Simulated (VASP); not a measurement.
Input of a VASP 6.6.1 run:

File INCAR:

```
SYSTEM = ZnCu
ALGO = Normal
EDIFF = 1E-6
ENCUT = 520
GGA = PE
ISIF = 2
ISMEAR = 0
LASPH = .True.
LCHARG = .False.
LREAL = .False.
LWAVE = .False.
NBANDS = 18
NELM = 60
PREC = Accurate
SIGMA = 0.1
```

The input KPOINTS:

```
k-points
0
Gamma
  14 14 14
  0 0 0
```

POSCAR

```
ZnCu
1.0
    2.9332494173      0.0000000000      0.0000000000
    0.0000000000      2.9332494173      0.0000000000
    0.0000000000      0.0000000000      2.9332494173
Zn Cu
1 1
Direct
    0.5000000000      0.5000000000      0.5000000000
    0.0000000000      0.0000000000      0.0000000000
```

Potentials or basis: VASP PAW PBE potentials, release 64 (Zn, Cu).

The run is started by

```console
$ cat potpaw_PBE.64/Zn/POTCAR potpaw_PBE.64/Cu/POTCAR > POTCAR
$ mpirun -np 1 vasp_std > vasp.out
```

Q: Estimate the pressure.

A: 4.3 GPa.

Q: Predict the band gap on the k mesh.

A: Zero (an odd number of electrons rules out a gap without spin polarisation).

Caveat: the cell stands under pressure.
